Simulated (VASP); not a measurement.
## AlN: single point with HSE06

Crystal: AlN.

```xyz
2
Lattice="-0.0305 2.0287 2.0287 2.0287 -0.0305 2.0287 2.0287 2.0287 -0.0305" Properties=species:S:1:pos:R:3 pbc="T T T"
Al    0.0000    0.0000    0.0000
N     2.0134    2.0134    2.0134
```

This cell differs from its parent crystal: epitaxial 111 strain +2.0%.

* Program: VASP 6.6.1
* Task: single point
* Functional: HSE06
* Potentials or basis: VASP PAW PBE potentials, release 64 (Al, N)
* Cutoff: 520 eV
* k mesh: 8 × 8 × 8
* Occupations: gaussian, width 0.01 eV
* Spin: no spin polarisation

The pressure is -10.8 GPa and the band gap on the k mesh is 5.37 eV (least direct gap 6.46 eV).

Stress tensor (GPa, compression positive):
```
-10.84   4.62   4.62
  4.62 -10.84   4.62
  4.62   4.62 -10.84
```

Levels at points of the mesh, in eV from the valence-band top:
```tsv
k point	band 1	band 2	band 3	band 4	band 5	band 6	band 7	band 8
(0.00, 0.00, 0.00)	-19.11	-0.30	-0.30	0.00	6.46	13.24	13.24	13.98
(0.50, 0.00, 0.00)	-15.82	-9.03	-1.33	-1.15	7.19	12.09	12.38	14.71
(0.50, 0.50, 0.00)	-14.77	-7.98	-3.32	-3.00	5.37	6.51	15.58	18.66
(0.50, 0.50, 0.50)	-15.66	-8.82	-1.45	-1.45	6.80	11.75	11.75	14.98
```

Wall time 100 min on 1 thread of AMD EPYC 7R13, with other jobs on the host, peak memory 0.23 GiB.

Caveat: the cell differs from its parent crystal (epitaxial 111 strain +2.0%); the cell stands under tension; the structure was generated, so it needn't be the stable form of AlN; the PAW data sets were made with another functional, which shifts forces and pressure a little. A k mesh can miss the band edges.
